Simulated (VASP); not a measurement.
Runs of VASP 6.6.1 on In. The structure is monoclinic, space group C2/m (No. 12). The conventional cell has a = 4.492 Å, b = 4.639 Å, c = 3.339 Å, α = 90.00°, β = 130.88°, γ = 90.00°. Within 4.2 Å of In (site symmetry 2/m) lie 12 In at 3.23 to 3.43 Å. 

```csv
k mesh,gap on the mesh (eV),pressure (GPa)
2 × 2 × 2,none,(a)
7 × 7 × 9,none,-0.1
6 × 6 × 7,none,0.0
3 × 3 × 4,none,0.9
4 × 4 × 5,none,-0.2
12 × 12 × 14,none,0.0
9 × 9 × 11,none,0.0
```

Alike in all rows: task single point; level r2SCAN; potentials or basis VASP PAW PBE potentials, release 64 (In_d); no spin polarisation; cell as given; cutoff (eV) 520; smearing fermi-dirac 0.1 eV.

Problem. Fill in the values left out.

Solution. (a) -7.7.

Caveats: some runs use coarse meshes; the PAW data sets were made with another functional, which shifts forces and pressure a little; spin-orbit coupling is left out, which moves the levels of the heavy elements.

A k mesh can miss the band edges, and the runs leave out spin-orbit coupling on In.

A gap of «none» marks levels without a gap at the run's occupations.
